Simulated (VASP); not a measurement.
Write the native input for VASP 6.6.1 that does the following.

| Quantity | Value |
| --- | --- |
| Task | relaxation of cell and atoms |
| Functional | PBEsol |
| Potentials or basis | VASP PAW PBE potentials, release 64 (Ti_sv, Rh_pv) |
| Cutoff | 500 eV |
| k mesh | 10 × 10 × 10 |
| Occupations | fermi-dirac, width 0.1 eV |
| Spin | no spin polarisation |
| Dipole correction | no |
| Further INCAR settings | ALGO = Normal; EDIFF = 1e-07; IBRION = 2; EDIFFG = -0.05; NSW = 80; ISIF = 3 |

The structure of TiRh lies in POSCAR:

```
TiRh
1.0
    3.1152020000      0.0000000000      0.0000000000
    0.0000000000      3.1152020000      0.0000000000
    0.0000000000      0.0000000000      3.1152020000
Ti Rh
1 1
Direct
    0.5000000000      0.5000000000      0.5000000000
    0.0000000000      0.0000000000      0.0000000000
```

One way to write it, as run:

INCAR

```
PREC = Accurate ; ENCUT = 500
EDIFF = 1E-7 ; ISMEAR = -1
SIGMA = 0.1 ; LREAL = False
LASPH = True ; NELM = 120
ALGO = Normal ; ISIF = 3
LWAVE = False ; LCHARG = False
GGA = PS ; IBRION = 2
NSW = 80 ; EDIFFG = -0.05
GGA_COMPAT = False ; NELMIN = 4
```

KPOINTS

```
regular mesh
0
Gamma
  10 10 10
```

Potentials or basis: VASP PAW PBE potentials, release 64 (Ti_sv, Rh_pv).

Launch:

```bash
$ cat potpaw_PBE.64/Ti_sv/POTCAR potpaw_PBE.64/Rh_pv/POTCAR > POTCAR
$ mpirun -np 1 vasp_std > vasp.out
```

Results of the run:

```
Relaxed volume                         : 14.50 Å³/atom
Relaxed cell                           : a = 3.073 Å, b = 3.073 Å, c = 3.073 Å, α = 90.00°, β = 90.00°, γ = 90.00°
Space group after relaxing (to 0.05 Å) : Pm-3m (No. 221)
Energy gained by relaxing              : 16.0 meV/atom
Ionic steps                            : 3
Pressure after relaxing                : -0.2 GPa
```

Caveat: the PAW data sets were made with another functional, which shifts forces and pressure a little.

Run time: 34 s on 1 thread of Intel(R) Xeon(R) Platinum 8375C CPU @ 2.90GHz (Ice Lake) (shared host), peak memory 0.16 GiB.
